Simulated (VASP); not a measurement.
# MgS (P6_3mc) in VASP: a series of runs

MgS is run at these levels: r2SCAN; tasks: relaxation of cell and atoms.

Everything below comes from runs of VASP 6.6.1. Logs are shortened: lines on timing, memory, paths and dates and some standing lists are left out, and cuts for length are marked.

## 1. The cell of the first run

It takes space group P6_3mc (No. 186, hexagonal). Conventional cell: a = 4.035 Å, b = 4.035 Å, c = 6.432 Å, α = 90.00°, β = 90.00°, γ = 120.00°. Within 3.2 Å of Mg (site symmetry 3m) lie 4 S at 2.45 to 2.47 Å. Within 3.2 Å of S (site symmetry 3m) lie 4 Mg at 2.45 to 2.47 Å.

## 2. Relaxation of cell and atoms, r2SCAN, target pressure 10 GPa, at which the enthalpy is minimised

File POSCAR:

```
MgS
1.0
    4.0346220000      0.0000000000      0.0000000000
   -2.0173110000      3.4940851467      0.0000000000
    0.0000000000      0.0000000000      6.4322940000
Mg S
2 2
Direct
    0.6666666667      0.3333333333      0.4957550000
    0.3333333333      0.6666666667      0.9957550000
    0.3333333333      0.6666666667      0.3792440000
    0.6666666667      0.3333333333      0.8792440000
```

File INCAR.step1:

```
  PREC = Accurate
  ENCUT = 600
  ISMEAR = 1
  SIGMA = 0.01
  LREAL = F
  LASPH = T
  NELM = 60
  GGA = PE
  ALGO = Normal
  EDIFF = 1E-4
  LWAVE = T
  LCHARG = F
```

File INCAR.step2:

```
  PREC = Accurate
  ENCUT = 600
  EDIFF = 1E-6
  ISMEAR = 1
  SIGMA = 0.01
  LREAL = F
  LASPH = T
  NELM = 60
  ALGO = Normal
  ISIF = 3
  LWAVE = F
  LCHARG = F
  METAGGA = R2SCAN
  LMIXTAU = T
  IBRION = 2
  NSW = 60
  EDIFFG = -0.01
  PSTRESS = 100.0
  ISTART = 1
```

File KPOINTS:

```
regular mesh
0
Gamma
  6 6 4
```

Potentials or basis: VASP PAW PBE potentials, release 64 (Mg, S).

Started as:

```console
$ cat potpaw_PBE.64/Mg/POTCAR potpaw_PBE.64/S/POTCAR > POTCAR
$ cp INCAR.step1 INCAR
$ mpirun -np 1 vasp_std > vasp.out
$ cp INCAR.step2 INCAR
$ mpirun -np 1 vasp_std > vasp.out
```

OUTCAR:

```text
PREC = Accurate
   ENCUT = 600
   EDIFF = 1E-6
   ISMEAR = 1
   LREAL = F
   LASPH = T
   NELM = 60
   ISIF = 3
   METAGGA = R2SCAN
   IBRION = 2
   NSW = 60
   EDIFFG = -0.01
   PSTRESS = 100.0
   ISTART = 1

 ion  position               nearest neighbor table
   1  0.667  0.333  0.496-   3 2.45   3 2.45   3 2.45   4 2.47
   2  0.333  0.667  0.996-   4 2.45   4 2.45   4 2.45   3 2.47
   3  0.333  0.667  0.379-   1 2.45   1 2.45   1 2.45   2 2.47
   4  0.667  0.333  0.879-   2 2.45   2 2.45   2 2.45   1 2.47

  LATTYP: Found a hexagonal cell.
 ALAT       =     4.0346220000
 C/A-ratio  =     1.5942742591

  Lattice vectors:

 A1 = (   4.0346220000,   0.0000000000,   0.0000000000)
 A2 = (  -2.0173110000,   3.4940851467,   0.0000000000)
 A3 = (   0.0000000000,   0.0000000000,   6.4322940000)

Analysis of symmetry for initial positions (statically):
=====================================================================
 Subroutine PRICEL returns:
 Original cell was already a primitive cell.

 Routine SETGRP: Setting up the symmetry group for a
 hexagonal supercell.

 Subroutine GETGRP returns: Found 12 space group operations
 (whereof  6 operations were pure point group operations)
 out of a pool of 24 trial point group operations.

The static configuration has the point symmetry C_3v.
 The point group associated with its full space group is C_6v.

Analysis of symmetry for dynamics (positions and initial velocities):
=====================================================================
 Subroutine PRICEL returns:
 Original cell was already a primitive cell.

 Routine SETGRP: Setting up the symmetry group for a
 hexagonal supercell.

 Subroutine GETGRP returns: Found 12 space group operations
 (whereof  6 operations were pure point group operations)
 out of a pool of 24 trial point group operations.

The dynamic configuration has the point symmetry C_3v.
 The point group associated with its full space group is C_6v.

 Subroutine INISYM returns: Found 12 space group operations
 (whereof  6 operations are pure point group operations),
 and found     1 'primitive' translations

----------------------------------------------------------------------------------------

                                     Primitive cell

  volume of cell :      90.6781

  direct lattice vectors                    reciprocal lattice vectors
     4.034622000  0.000000000  0.000000000     0.247854694  0.143098974  0.000000000
    -2.017311000  3.494085147  0.000000000     0.000000000  0.286197948  0.000000000
     0.000000000  0.000000000  6.432294000     0.000000000  0.000000000  0.155465531

  length of vectors
     4.034622000  4.034622000  6.432294000     0.286197948  0.286197948  0.155465531

  position of ions in fractional coordinates (direct lattice)
     0.666666667  0.333333333  0.495755000
     0.333333333  0.666666667  0.995755000
     0.333333333  0.666666667  0.379244000
     0.666666667  0.333333333  0.879244000

  ion indices of the primitive-cell ions
   primitive index   ion index
                 1           1
                 2           2
                 3           3
                 4           4

----------------------------------------------------------------------------------------

 KPOINTS: regular mesh

Automatic generation of k-mesh.
 Grid dimensions read from file:
 generate k-points for:    6    6    4

 Generating k-lattice:

  Cartesian coordinates                     Fractional coordinates (reciprocal lattice)
     0.041309116  0.023849829  0.000000000     0.166666667  0.000000000  0.000000000
     0.000000000  0.047699658  0.000000000     0.000000000  0.166666667  0.000000000
     0.000000000  0.000000000  0.038866383     0.000000000  0.000000000  0.250000000

  Length of vectors
     0.047699658  0.047699658  0.038866383

  Shift w.r.t. Gamma in fractional coordinates (k-lattice)
     0.000000000  0.000000000  0.000000000

 Subroutine IBZKPT returns following result:
 ===========================================

 Found     21 irreducible k-points:

 Following reciprocal coordinates:
            Coordinates               Weight
  0.000000  0.000000  0.000000      1.000000
  0.166667  0.000000  0.000000      6.000000
  0.333333  0.000000  0.000000      6.000000
  0.500000  0.000000  0.000000      3.000000
  0.166667  0.166667  0.000000      6.000000
  0.333333  0.166667  0.000000     12.000000
[... 13 lines left out ...]
  0.333333  0.166667  0.500000     12.000000
  0.333333  0.333333  0.500000      2.000000
   k-points           NKPTS =     21   k-points in BZ     NKDIM =     21   number of bands    NBANDS=     12
   number of dos      NEDOS =    301   number of ions     NIONS =      4
   total plane-waves  NPLWV =  55296
   dimension x,y,z NGX =    32 NGY =   32 NGZ =   54
   dimension x,y,z NGXF=    64 NGYF=   64 NGZF=  108
   ions per type =               2   2
   NGX,Y,Z   is equivalent  to a cutoff of  13.19, 13.19, 13.96 a.u.
   NGXF,Y,Z  is equivalent  to a cutoff of  26.37, 26.37, 27.91 a.u.
 SYSTEM =  unknown system
   PREC   = accura    normal or accurate (medium, high low for compatibility)
   ISTART =      1    job   : 0-new  1-cont  2-samecut
   ICHARG =      0    charge: 1-file 2-atom 10-const
   ISPIN  =      1    spin polarized calculation?
   LNONCOLLINEAR =      F non collinear calculations
   LSORBIT =      F    spin-orbit coupling
   LASPH  =      T    aspherical Exc in radial PAW
   ENCUT  =  600.0 eV  44.10 Ry    6.64 a.u.   8.06  8.06 12.85*2*pi/ulx,y,z
   NELM   =     60;   NELMIN=  2; NELMDL=  0     # of ELM steps
   EDIFF  = 0.1E-05   stopping-criterion for ELM
   LREAL  =      F    real-space projection
   EDIFFG = -.1E-01   stopping-criterion for IOM
   NSW    =     60    number of steps for IOM
   IBRION =      2    ionic relax: 0-MD 1-quasi-New 2-CG
   NFREE  =      1    steps in history (QN), initial steepest desc. (CG)
   ISIF   =      3    stress and relaxation
   ISYM   =      2    0-nonsym 1-usesym 2-fastsym
   POTIM  = 0.5000    time-step for ionic-motion
   TEBEG  =    0.0;   TEEND  =   0.0 temperature during run
   PSTRESS=  100.0 pullay stress
   NELECT =      16.0000    total number of electrons
   NUPDOWN=      -1.0000    fix difference up-down
   EMIN   =  10.00;   EMAX   =-10.00  energy-range for DOS
   EFERMI =   0.00;   METHOD = LEGACY
   ISMEAR =     1;   SIGMA  =   0.01  broadening in eV -4-tet -1-fermi 0-gaus
   EFERMI_NEDOS =   21; number of points for ismear=-14 and -15
   IALGO  =     38    algorithm
   IMIX   =      4    mixing-type and parameters
     AMIX     =   0.40;   BMIX     =  1.00
     AMIX_MAG =   1.60;   BMIX_MAG =  1.00
  volume/ion in A,a.u.               =      22.67       152.98
  Fermi-wavevector in a.u.,A,eV,Ry     =   0.918221  1.735187 11.471488  0.843131
  Thomas-Fermi vector in A             =   2.043279
   LORBIT       =      0    0 simple, 1 ext, 2 COOP (PROOUT), +10 PAW based schemes
   METAGGA = R2SCAN    functional components
   LHFCALC =     F    Hartree Fock is set to
   AEXX    =    0.0000 exact exchange contribution
   IVDW    =     0    specifies the selected vdW correction
   LEPSILON=     F    determine dielectric tensor
   LRPA    =     F    only Hartree local field effects (RPA)
 conjugate gradient relaxation of ions
 non-spin polarized calculation
 Methfessel and Paxton  Order N= 1 SIGMA  =   0.01
  energy-cutoff  :      600.00
  volume of cell :       90.68
 maximum number of plane-waves:      3054
   NGX = 17   NGY = 17   NGZ = 25

--------------------------------------- Ionic step        1  -------------------------------------------

 number of electron      15.9999998 magnetization

 Free energy of the ion-electron system (eV)
  ---------------------------------------------------
  ext. energy  EPLUGINS =         0.00000000
  ---------------------------------------------------
  free energy    TOTEN  =       -30.93613177 eV

  energy without entropy =      -30.93613580  energy(sigma->0) =      -30.93613311

------------------------ aborting loop because EDIFF is reached ----------------------------------------

  FORCE on cell =-STRESS in cart. coord.  units (eV):
  Direction    XX          YY          ZZ          XY          YZ          ZX
  --------------------------------------------------------------------------------------
  -------------------------------------------------------------------------------------
  Total       -0.1131421     -0.1131421     -0.1980863      0.0000000     -0.0000000      0.0000000
  in kB       -1.9990911     -1.9990911     -3.4999585      0.0000000     -0.0000000      0.0000000
  external PRESSURE =    -102.4993802 kB  Pullay stress =     100.0000000 kB
[... 27 lines left out ...]
--------------------------------------- Ionic step        2  -------------------------------------------

 number of electron      16.0000000 magnetization

 E-fermi :   2.4840     XC(G=0):  -9.6798

 val. band max:        2.4755823532   @ k =   0.0000   0.0000   0.0000
 cond. band min:       7.4415675766   @ k =   0.3333   0.3333   0.0000
 fundamental gap:      4.9659852234
 Fermi energy:         2.4840011753

 k-point     1 :       0.0000    0.0000    0.0000
  band No.  band energies     occupation
      1     -10.3172      2.00000
      2      -9.1471      2.00000
      3      -1.6672      2.00000
      4       1.7403      2.00000
      5       1.7403      2.00000
      6       2.2687      2.00000
      7       2.2687      2.00000
      8       2.4756      2.00000
      9       7.8284      0.00000
     10       8.5442      0.00000
     11      10.9170      0.00000
     12      10.9170      0.00000
[... 373 lines left out ...]
  energy  without entropy=      -30.6393844491  energy(sigma->0) =      -30.63938445

  enthalpy is  TOTEN    =       -25.6709295504 eV   P V=        4.9684548987

[... ionic steps 4 to 10 ...]

--------------------------------------- Ionic step       11  -------------------------------------------

 number of electron      16.0000000 magnetization

------------------------ aborting loop because EDIFF is reached ----------------------------------------
[... 75 lines left out ...]
--------------------------------------- Ionic step       13  -------------------------------------------

 number of electron      16.0000000 magnetization

 Free energy of the ion-electron system (eV)
  ---------------------------------------------------
  ext. energy  EPLUGINS =         0.00000000
  ---------------------------------------------------
  free energy    TOTEN  =       -30.62783575 eV

  energy without entropy =      -30.62783977  energy(sigma->0) =      -30.62783709

 E-fermi :   1.9525     XC(G=0):  -9.3180

 val. band max:        1.9441267515   @ k =   0.0000   0.0000   0.0000
 cond. band min:       6.6662534697   @ k =   0.0000   0.0000   0.0000
 fundamental gap:      4.7221267181
 Fermi energy:         1.9525455736

 k-point     1 :       0.0000    0.0000    0.0000
  band No.  band energies     occupation
      1     -10.5880      2.00000
      2      -9.5445      2.00000
      3      -1.9062      2.00000
      4       1.0468      2.00000
      5       1.0468      2.00000
      6       1.5848      2.00000
      7       1.5848      2.00000
      8       1.9441      2.00000
      9       6.6663      0.00000
     10       7.4809      0.00000
     11      10.0198      0.00000
     12      10.0198      0.00000
[... 333 lines left out ...]
  energy  without entropy=      -30.6278397737  energy(sigma->0) =      -30.62783709

  enthalpy is  TOTEN    =       -25.6725490031 eV   P V=        4.9552867443

 reached required accuracy - stopping structural energy minimisation
```

Run time: 13 min. Hardware: 1 thread of Intel Xeon 8259CL, shared host; peak memory 0.28 GiB.

What came out:

| Quantity | Value |
| --- | --- |
| Free energy | -30.6278 eV |
| Relaxed volume | 19.85 Å³/atom |
| Relaxed cell | a = 3.891 Å, b = 3.891 Å, c = 6.055 Å, α = 90.00°, β = 90.00°, γ = 120.00° |
| Space group after relaxing (to 0.1 Å) | P6_3mc (No. 186) |
| Energy change on relaxing (the run minimises the enthalpy) | +77.1 meV/atom |
| Ionic steps | 13 |
| Pressure after relaxing | 10.0 GPa |
| Band gap on the k mesh | 4.72 eV |

The path:
| step | energy change (eV) | largest force (eV/Å) | pressure (GPa) | volume (Å³) |
| --- | --- | --- | --- | --- |
| 1 | 0.0000 | 0.0552 | -0.25 | 90.68 |
| 2 | 0.9042 | 0.0463 | 20.00 | 72.95 |
| 3 | 0.2967 | 0.0073 | 9.91 | 79.60 |
| 4 | 0.3100 | 0.0060 | 10.18 | 79.39 |
| 5 | 0.2951 | 0.0365 | 9.88 | 79.63 |
| 6 | 0.2983 | 0.0273 | 9.94 | 79.57 |
| 7 | 0.2995 | 0.0256 | 9.97 | 79.55 |
| 8 | 0.3031 | 0.0247 | 10.02 | 79.49 |
| 9 | 0.3109 | 0.0234 | 10.13 | 79.36 |
| 10 | 0.3282 | 0.0277 | 10.34 | 79.08 |
| 11 | 0.3182 | 0.0247 | 10.23 | 79.24 |
| 12 | 0.3148 | 0.0166 | 10.15 | 79.29 |
| 13 | 0.3083 | 0.0012 | 10.00 | 79.39 |

Final structure:
```
Mg S
1.0
     3.89115    0.00000    0.00000
    -1.94557    3.36983    0.00000
     0.00000    0.00000    6.05471
Mg S
2 2
Direct
  0.66667 0.33333 0.49268
  0.33333 0.66667 0.99268
  0.33333 0.66667 0.38232
  0.66667 0.33333 0.88232
```

Levels at points of the mesh, in eV from the valence-band top:
```csv
k point,band 6,band 7,band 8,band 9,band 10,band 11
"(0.00, 0.00, 0.00)",-0.36,-0.36,0.00,4.72,5.54,8.08
"(0.50, 0.00, 0.00)",-1.68,-1.21,-0.67,5.08,5.72,6.79
"(0.00, 0.00, 0.50)",-0.64,-0.64,-0.64,6.03,6.03,8.18
"(0.50, 0.00, 0.50)",-1.23,-1.00,-1.00,5.19,5.19,7.01
```

Caveat: the cell is relaxed towards a set pressure, so the run minimises the enthalpy, not the energy; the PAW data sets were made with another functional, which shifts forces and pressure a little.

(Continued in part 2 of 2.)
